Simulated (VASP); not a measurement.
Wanted: the native input for a VASP 6.6.1 run.

```yaml
Task: single point
Functional: PBE
Potentials_or_basis: VASP PAW PBE potentials, release 64 (Al, N)
Cutoff: 520 eV
k_mesh: 8 × 8 × 8
Occupations: gaussian, width 0.01 eV
Spin: no spin polarisation
Dipole_correction: no
Further_INCAR_settings: ALGO = Normal; EDIFF = 1e-06; NBANDS = 11
```

The structure of AlN lies in POSCAR:

```
AlN
1.0
    0.0000000000      2.1839940000      2.1839940000
    2.1839940000      0.0000000000      2.1839940000
    2.1839940000      2.1839940000      0.0000000000
Al N
1 1
Direct
    0.0000000000      0.0000000000      0.0000000000
    0.7500000000      0.7500000000      0.7500000000
```

The input as run:

INCAR

```
SYSTEM = AlN
ALGO     = Normal         ! electronic algorithm
EDIFF    = 1E-6           ! SCF threshold, eV
ENCUT    = 520            ! plane-wave cutoff, eV
GGA      = PE             ! functional
ISIF     = 2              ! what is computed and relaxed
ISMEAR   = 0              ! smearing method
LASPH    = .TRUE.         ! aspherical terms in the spheres
LCHARG   = .FALSE.        ! write CHGCAR
LREAL    = .FALSE.        ! projectors in reciprocal space
LWAVE    = .FALSE.        ! write WAVECAR
NBANDS   = 11             ! bands
NELM     = 100            ! most SCF steps
PREC     = Accurate       ! precision mode
SIGMA    = 0.01           ! smearing width, eV
```

KPOINTS

```
k-points
0
G
  8 8 8
  0 0 0
```

Potentials or basis: VASP PAW PBE potentials, release 64 (Al, N).

The run is started by

```bash
$ cat potpaw_PBE.64/Al/POTCAR potpaw_PBE.64/N/POTCAR > POTCAR
$ mpirun -np 1 vasp_std > vasp.out
```

It gave:

```json
{"Pressure": "4.6 GPa", "Band gap on the k mesh": "3.32 eV, indirect (least direct gap 4.20 eV)"}
```

It took 6.1 s on 1 thread of Intel Xeon 8259CL (shared host), peak memory 0.13 GiB.
